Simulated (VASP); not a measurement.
Set up this calculation in VASP 6.6.1, as the native input.

| Item | Value |
| --- | --- |
| Task | relaxation of cell and atoms |
| Functional | PBE |
| Dispersion | D3(BJ) |
| Potentials or basis | VASP PAW PBE potentials, release 64 (Te, Pb_d) |
| Cutoff | 600 eV |
| k mesh | 6 × 6 × 6 |
| Occupations | gaussian, width 0.02 eV |
| Spin | no spin polarisation |
| Dipole correction | no |
| Further INCAR settings | ALGO = Normal; EDIFF = 1e-07; IBRION = 2; EDIFFG = -0.02; NSW = 90; ISIF = 3 |

The structure of TePb lies in POSCAR:

```
TePb
1.0
    0.0000000000      3.2310000000      3.2310000000
    3.2310000000      0.0000000000      3.2310000000
    3.2310000000      3.2310000000      0.0000000000
Te Pb
1 1
Direct
    0.5000000000      0.5000000000      0.5000000000
    0.0000000000      0.0000000000      0.0000000000
```

One way to write it, as run:

INCAR

```
SYSTEM = TePb
PREC = Accurate ; ENCUT = 600
EDIFF = 1E-7 ; ISMEAR = 0
SIGMA = 0.02 ; LREAL = .False.
LASPH = .True. ; NELM = 100
ALGO = Normal ; ISIF = 3
LWAVE = .False. ; LCHARG = .False.
GGA = PE ; IVDW = 12
IBRION = 2 ; NSW = 90
EDIFFG = -0.02
```

KPOINTS

```
Automatic mesh
0
Gamma
  6 6 6
  0 0 0
```

Potentials or basis: VASP PAW PBE potentials, release 64 (Te, Pb_d).

Launch:

```bash
$ cat potpaw_PBE.64/Te/POTCAR potpaw_PBE.64/Pb_d/POTCAR > POTCAR
$ mpirun -np 1 vasp_std > vasp.out
```

It gave:

* Relaxed volume: 33.88 Å³/atom
* Relaxed cell: a = 4.576 Å, b = 4.576 Å, c = 4.576 Å, α = 60.00°, β = 60.00°, γ = 60.00°
* Space group after relaxing (to 0.1 Å): Fm-3m (No. 225)
* Energy gained by relaxing: 0.0 meV/atom
* Ionic steps: 2
* Pressure after relaxing: -0.1 GPa
* Band gap on the k mesh: 0.74 eV
* Dispersion energy per atom: -0.400 eV

Caveat: spin-orbit coupling is left out, which moves the levels of the heavy elements.

It took 45 s on 1 thread of AMD EPYC 7R43 64-Core Processor (Zen 3), on a shared host, peak memory 0.21 GiB.
